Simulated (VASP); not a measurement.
# Li (R-3m) in VASP: further runs

The runs below take Li through electric field gradients, with PBEsol.

Program: VASP 6.6.1. These are calculated values, not measurements. Logs are shortened: lines on timing, memory, paths and dates and some standing lists are left out, and cuts for length are marked.

## 1. The cell of the first run

The structure is trigonal, space group R-3m (No. 166). Conventional cell: a = 3.101 Å, b = 3.101 Å, c = 23.220 Å, α = 90.00°, β = 90.00°, γ = 120.00°. Li (site symmetry -3m) has 12 Li at 3.10 to 3.14 Å within 4.1 Å. Within 4.1 Å of Li (site symmetry 3m) lie 12 Li at 3.10 to 3.14 Å.

## 2. Electric field gradients, PBEsol (zz strain of +2 %)

Input file INCAR:

```
SYSTEM = Li
PREC = Accurate ; ENCUT = 520
EDIFF = 1E-8 ; ISMEAR = -1
SIGMA = 0.05 ; LREAL = .FALSE.
LASPH = .TRUE. ; NELM = 80
ALGO = Normal ; ISIF = 2
LWAVE = .FALSE. ; LCHARG = .FALSE.
GGA = PS ; LEFG = .TRUE.
NBANDS = 12
```

Input file KPOINTS:

```
Automatic mesh
0
G
  12 12 12
  0 0 0
```

Input file POSCAR:

```
Li
1.0
    1.5504989657      0.8951809952      7.7400660000
   -1.5504989657      0.8951809952      7.7400660000
    0.0000000000     -1.7903619905      7.7400660000
Li
3
Direct
    0.0000000000      0.0000000000      0.0000000000
    0.2220000000      0.2220000000      0.2220000000
    0.7780000000      0.7780000000      0.7780000000
```

Potentials or basis: VASP PAW PBE potentials, release 64 (Li_sv).

On the command line:

```
$ cat potpaw_PBE.64/Li_sv/POTCAR > POTCAR
$ mpirun -np 1 vasp_std > vasp.out
```

OUTCAR:

```text
SYSTEM = Li
   PREC = Accurate
   ENCUT = 520
   EDIFF = 1E-8
   ISMEAR = -1
   LREAL = .FALSE.
   LASPH = .TRUE.
   NELM = 80
   ISIF = 2
   GGA = PS

 ion  position               nearest neighbor table
   1  0.000  0.000  0.000-
   2  0.222  0.222  0.222-
   3  0.778  0.778  0.778-

  LATTYP: Found a trigonal (rhomboedric) cell.
 ALAT       =     7.9444331290
 COS(alpha) =     0.9238189192

  Lattice vectors:

 A1 = (   1.5504989657,   0.8951809952,   7.7400660000)
 A2 = (  -1.5504989657,   0.8951809952,   7.7400660000)
 A3 = (   0.0000000000,  -1.7903619905,   7.7400660000)

Analysis of symmetry for initial positions (statically):
=====================================================================
 Subroutine PRICEL returns:
 Original cell was already a primitive cell.

 Routine SETGRP: Setting up the symmetry group for a
 trigonal (rhombohedral) supercell.

 Subroutine GETGRP returns: Found 12 space group operations
 (whereof 12 operations were pure point group operations)
 out of a pool of 12 trial point group operations.

The static configuration has the point symmetry D_3d.

Analysis of symmetry for dynamics (positions and initial velocities):
=====================================================================
 Subroutine PRICEL returns:
 Original cell was already a primitive cell.

 Routine SETGRP: Setting up the symmetry group for a
 trigonal (rhombohedral) supercell.

 Subroutine GETGRP returns: Found 12 space group operations
 (whereof 12 operations were pure point group operations)
 out of a pool of 12 trial point group operations.

The dynamic configuration has the point symmetry D_3d.

 Subroutine INISYM returns: Found 12 space group operations
 (whereof 12 operations are pure point group operations),
 and found     1 'primitive' translations

----------------------------------------------------------------------------------------

                                     Primitive cell

  volume of cell :      64.4582

  direct lattice vectors                    reciprocal lattice vectors
     1.550498966  0.895180995  7.740066000     0.322476836  0.186182088  0.043065955
    -1.550498966  0.895180995  7.740066000    -0.322476836  0.186182088  0.043065955
     0.000000000 -1.790361990  7.740066000     0.000000000 -0.372364176  0.043065955
[... 134 lines left out ...]

 val. band max:        0.4393544529   @ k =   0.3333   0.1667   0.0833
 cond. band min:       0.4592737455   @ k =   0.5000   0.4167  -0.0000
 fundamental gap:      0.0199192925
 Fermi energy:         0.4471509875

 k-point     1 :       0.0000    0.0000    0.0000
  band No.  band energies     occupation
      1     -45.5461      2.00000
      2     -45.5350      2.00000
      3     -45.5305      2.00000
      4      -3.0092      2.00000
      5      -1.1429      2.00000
      6      -1.1415      2.00000
      7       5.6854      0.00000
      8       5.7114      0.00000
      9      12.9947      0.00000
     10      12.9947      0.00000
     11      13.1198      0.00000
     12      13.1198      0.00000
[... 331 lines left out ...]
 k-point    24 :      -0.4167    0.1667   -0.0000
  band No.  band energies     occupation
      1     -45.5323      2.00000
      2     -45.5235      2.00000
      3     -45.5220      2.00000
      4       0.8806      0.00034
      5       1.6322      0.00000
      6       1.9113      0.00000
      7       4.0177      0.00000
      8       4.2253      0.00000
      9       4.8218      0.00000
     10       6.6627      0.00000
     11       7.2076      0.00000
     12       8.6521      0.00000

 [... further k-points ...]
[... 5 lines left out ...]
  --------------------------------------------------------------------------------------
  -------------------------------------------------------------------------------------
  Total       -0.2450588     -0.2450588     -0.5263789      0.0000000      0.0000000      0.0000000
  in kB       -6.0911979     -6.0911979    -13.0837061      0.0000000      0.0000000      0.0000000
  external PRESSURE =      -8.4220339 kB  Pullay stress =       0.0000000 kB

 VOLUME and BASIS-vectors are now :
 -----------------------------------------------------------------------------
  energy-cutoff  :      520.00
  volume of cell :       64.46
      direct lattice vectors                 reciprocal lattice vectors
     1.550498966  0.895180995  7.740066000     0.322476836  0.186182088  0.043065955
    -1.550498966  0.895180995  7.740066000    -0.322476836  0.186182088  0.043065955
     0.000000000 -1.790361990  7.740066000     0.000000000 -0.372364176  0.043065955

 POSITION                                       TOTAL-FORCE (eV/Angst)
 -----------------------------------------------------------------------------------
      0.00000      0.00000      0.00000         0.000000      0.000000      0.000000
      0.00000     -0.00000      5.15488        -0.000000     -0.000000      0.008275
      0.00000     -0.00000     18.06531        -0.000000      0.000000     -0.008275
 -----------------------------------------------------------------------------------
    total drift:                               -0.000000     -0.000000      0.000000

  FREE ENERGIE OF THE ION-ELECTRON SYSTEM (eV)
  ---------------------------------------------------
  free  energy   TOTEN  =        -5.9003433587 eV

  energy  without entropy=       -5.8879100681  energy(sigma->0) =       -5.89412671

 Electric field gradients (V/A^2)
---------------------------------------------------------------------
 ion       V_xx      V_yy      V_zz      V_xy      V_xz      V_yz
---------------------------------------------------------------------
   1       0.012     0.012    -0.025     0.000    -0.000     0.000
   2       0.008     0.008    -0.016     0.000    -0.000     0.000
   3       0.008     0.008    -0.016     0.000    -0.000     0.000
---------------------------------------------------------------------

 Electric field gradients after diagonalization (V/A^2)
 (convention: |V_zz| > |V_xx| > |V_yy|)
----------------------------------------------------------------------
 ion       V_xx      V_yy      V_zz     asymmetry (V_yy - V_xx)/ V_zz
----------------------------------------------------------------------
   1       0.012     0.012    -0.025       0.000
   2       0.008     0.008    -0.016       0.000
   3       0.008     0.008    -0.016       0.000
----------------------------------------------------------------------

           NMR quadrupolar parameters

 Cq : quadrupolar parameter    Cq=e*Q*V_zz/h
 eta: asymmetry parameters     (V_yy - V_xx)/ V_zz
 Q  : nuclear electric quadrupole moment in mb (millibarn)
----------------------------------------------------------------------
 ion       Cq(MHz)       eta       Q (mb)
----------------------------------------------------------------------
   1      -0.000       0.000       1.000
   2      -0.000       0.000       1.000
   3      -0.000       0.000       1.000
----------------------------------------------------------------------
```

OSZICAR:

```text
N       E                     dE             d eps       ncg     rms          rms(c)
DAV:   1     0.256664425111E+02    0.25666E+02   -0.35134E+03  4536   0.654E+02
DAV:   2     0.226382854472E-01   -0.25644E+02   -0.24876E+02  5328   0.150E+02
DAV:   3    -0.580822646998E+01   -0.58309E+01   -0.57816E+01  8616   0.375E+01
DAV:   4    -0.590609619669E+01   -0.97870E-01   -0.97804E-01  6024   0.830E+00
DAV:   5    -0.590846291470E+01   -0.23667E-02   -0.23666E-02  7148   0.104E+00    0.673E-01
DAV:   6    -0.590292056739E+01    0.55423E-02   -0.22656E-03  7776   0.244E-01    0.379E-01
DAV:   7    -0.590025324242E+01    0.26673E-02   -0.34067E-03  7636   0.332E-01    0.327E-02
DAV:   8    -0.590034620539E+01   -0.92963E-04   -0.11371E-03  6500   0.182E-01    0.345E-02
DAV:   9    -0.590036250030E+01   -0.16295E-04   -0.63028E-05  7620   0.528E-02    0.488E-02
DAV:  10    -0.590034369458E+01    0.18806E-04   -0.32420E-05  8124   0.369E-02    0.222E-03
DAV:  11    -0.590034364497E+01    0.49609E-07   -0.19083E-06  6012   0.102E-02    0.172E-03
DAV:  12    -0.590034336201E+01    0.28296E-06   -0.34316E-08  5924   0.163E-03    0.829E-05
DAV:  13    -0.590034335875E+01    0.32655E-08   -0.21391E-09  4276   0.383E-04
   1 F= -.59003434E+01 E0= -.58941267E+01  d E =-.124333E-01
```

Run time: 6.2 min. Hardware: 1 thread of Intel Xeon 6975P-C (Granite Rapids), shared host; peak memory 0.5 GiB.

What came out:

```
Free energy   : -5.9003 eV
Largest force : 0.008 eV/Å
```

Forces in eV/Å, atoms in the order of the input:
```
Li   0.000  0.000  0.000
Li   0.000  0.000  0.008
Li   0.000  0.000 -0.008
```

Caveat: the cell differs from its parent crystal (zz strain of +2 %); the cutoff is under 1.25 times the usual one of these potentials, so pressure, stress and relaxed cells hold a basis-set (Pulay) error; without QUAD_EFG the Cq values of the log hold for a quadrupole moment of 1 mb, not for the nuclei; the PAW data sets were made with another functional, which shifts forces and pressure a little.

## 3. Electric field gradients, PBEsol (equal xx and yy strain of -3 %)

Input file INCAR:

```
SYSTEM = Li
ALGO = Normal
EDIFF = 1E-8
ENCUT = 520
GGA = PS
ISIF = 2
ISMEAR = -1
LASPH = .True.
LCHARG = .False.
LEFG = .True.
LREAL = .False.
LWAVE = .False.
NBANDS = 12
NELM = 60
PREC = Accurate
SIGMA = 0.05
```

Input file KPOINTS:

```
k-points
0
Gamma
  12 12 12
  0 0 0
```

Input file POSCAR:

```
Li
1.0
    1.5039839967      0.8683255653      7.5883000000
   -1.5039839967      0.8683255653      7.5883000000
    0.0000000000     -1.7366511308      7.5883000000
Li
3
Direct
    0.0000000000      0.0000000000      0.0000000000
    0.2220000000      0.2220000000      0.2220000000
    0.7780000000      0.7780000000      0.7780000000
```

Potentials or basis: VASP PAW PBE potentials, release 64 (Li_sv).

On the command line:

```
$ cat potpaw_PBE.64/Li_sv/POTCAR > POTCAR
$ mpirun -np 1 vasp_std > vasp.out
```

OUTCAR:

```text
SYSTEM = Li
   EDIFF = 1E-8
   ENCUT = 520
   GGA = PS
   ISIF = 2
   ISMEAR = -1
   LASPH = .True.
   LREAL = .False.
   NELM = 60
   PREC = Accurate

 ion  position               nearest neighbor table
   1  0.000  0.000  0.000-
   2  0.222  0.222  0.222-
   3  0.778  0.778  0.778-

  LATTYP: Found a trigonal (rhomboedric) cell.
 ALAT       =     7.7844880397
 COS(alpha) =     0.9253454444

  Lattice vectors:

 A1 = (   1.5039839967,   0.8683255653,   7.5883000000)
 A2 = (  -1.5039839967,   0.8683255653,   7.5883000000)
 A3 = (   0.0000000000,  -1.7366511308,   7.5883000000)

Analysis of symmetry for initial positions (statically):
=====================================================================
 Subroutine PRICEL returns:
 Original cell was already a primitive cell.

 Routine SETGRP: Setting up the symmetry group for a
 trigonal (rhombohedral) supercell.

 Subroutine GETGRP returns: Found 12 space group operations
 (whereof 12 operations were pure point group operations)
 out of a pool of 12 trial point group operations.

The static configuration has the point symmetry D_3d.

Analysis of symmetry for dynamics (positions and initial velocities):
=====================================================================
 Subroutine PRICEL returns:
 Original cell was already a primitive cell.

 Routine SETGRP: Setting up the symmetry group for a
[... 172 lines left out ...]
      8       6.1357      0.00000
      9      14.0554      0.00000
     10      14.0554      0.00000
     11      14.1853      0.00000
     12      14.1853      0.00000
[... 331 lines left out ...]
 k-point    24 :      -0.4167    0.1667    0.0000
  band No.  band energies     occupation
      1     -45.1677      2.00000
      2     -45.1588      2.00000
      3     -45.1567      2.00000
      4       1.1240      0.00019
      5       1.9397      0.00000
      6       2.2069      0.00000
      7       4.4702      0.00000
      8       4.6926      0.00000
      9       5.2834      0.00000
     10       7.2513      0.00000
     11       7.8676      0.00000
     12       9.3044      0.00000

 [... further k-points ...]
[... 5 lines left out ...]
  --------------------------------------------------------------------------------------
  -------------------------------------------------------------------------------------
  Total        0.1888713      0.1888713     -0.1792853      0.0000000      0.0000000      0.0000000
  in kB        5.0892653      5.0892653     -4.8309639      0.0000000      0.0000000      0.0000000
  external PRESSURE =       1.7825222 kB  Pullay stress =       0.0000000 kB

 VOLUME and BASIS-vectors are now :
 -----------------------------------------------------------------------------
  energy-cutoff  :      520.00
  volume of cell :       59.46
      direct lattice vectors                 reciprocal lattice vectors
     1.503983997  0.868325565  7.588300000     0.332450346  0.191940297  0.043927274
    -1.503983997  0.868325565  7.588300000    -0.332450346  0.191940297  0.043927274
     0.000000000 -1.736651131  7.588300000     0.000000000 -0.383880593  0.043927274

 POSITION                                       TOTAL-FORCE (eV/Angst)
 -----------------------------------------------------------------------------------
      0.00000      0.00000      0.00000         0.000000     -0.000000     -0.000000
      0.00000     -0.00000      5.05381         0.000000     -0.000000      0.010197
      0.00000     -0.00000     17.71109         0.000000      0.000000     -0.010197
 -----------------------------------------------------------------------------------
    total drift:                               -0.000000     -0.000000      0.000000

  FREE ENERGIE OF THE ION-ELECTRON SYSTEM (eV)
  ---------------------------------------------------
  free  energy   TOTEN  =        -5.9050441426 eV

  energy  without entropy=       -5.8926619194  energy(sigma->0) =       -5.89885303

 Electric field gradients (V/A^2)
---------------------------------------------------------------------
 ion       V_xx      V_yy      V_zz      V_xy      V_xz      V_yz
---------------------------------------------------------------------
   1       0.047     0.047    -0.093    -0.000    -0.000     0.000
   2       0.040     0.040    -0.079     0.000    -0.000     0.000
   3       0.040     0.040    -0.079    -0.000    -0.000     0.000
---------------------------------------------------------------------

 Electric field gradients after diagonalization (V/A^2)
 (convention: |V_zz| > |V_xx| > |V_yy|)
----------------------------------------------------------------------
 ion       V_xx      V_yy      V_zz     asymmetry (V_yy - V_xx)/ V_zz
----------------------------------------------------------------------
   1       0.047     0.047    -0.093       0.000
   2       0.040     0.040    -0.079       0.000
   3       0.040     0.040    -0.079       0.000
----------------------------------------------------------------------

           NMR quadrupolar parameters

 Cq : quadrupolar parameter    Cq=e*Q*V_zz/h
 eta: asymmetry parameters     (V_yy - V_xx)/ V_zz
 Q  : nuclear electric quadrupole moment in mb (millibarn)
----------------------------------------------------------------------
 ion       Cq(MHz)       eta       Q (mb)
----------------------------------------------------------------------
   1      -0.000       0.000       1.000
   2      -0.000       0.000       1.000
   3      -0.000       0.000       1.000
----------------------------------------------------------------------
```

stdout:

```text
POSCAR found type information on POSCAR Li
 POSCAR found :  1 types and       3 ions
 scaLAPACK will be used
 -----------------------------------------------------------------------------
|                                                                             |
|                                                                             |
|     You enforced a specific xc type in the INCAR file but a different       |
|     I HOPE YOU KNOW WHAT YOU ARE DOING!                                     |
|                                                                             |
 -----------------------------------------------------------------------------

 LDA part: xc-table for (Slater+PW92), standard interpolation
 POSCAR, INCAR and KPOINTS ok, starting setup
 FFT: planning ... GRIDC
 FFT: planning ... GRID_SOFT
 FFT: planning ... GRID
 WAVECAR not read
 entering main loop
ion   1

ion   2

ion   3
```

It took 10 min on 1 thread of Intel Xeon Platinum 8259CL at 2.50GHz (Skylake/Cascade Lake), shared host; peak memory 0.5 GiB.

Results:

* Free energy: -5.9050 eV
* Largest force: 0.010 eV/Å

Forces in eV/Å, atoms in the order of the input:
```
Li   0.000  0.000  0.000
Li   0.000  0.000  0.010
Li   0.000  0.000 -0.010
```

Caveat: the cell differs from its parent crystal (equal xx and yy strain of -3 %); the cutoff is under 1.25 times the usual one of these potentials, so pressure, stress and relaxed cells hold a basis-set (Pulay) error; without QUAD_EFG the Cq values of the log hold for a quadrupole moment of 1 mb, not for the nuclei; the PAW data sets were made with another functional, which shifts forces and pressure a little.
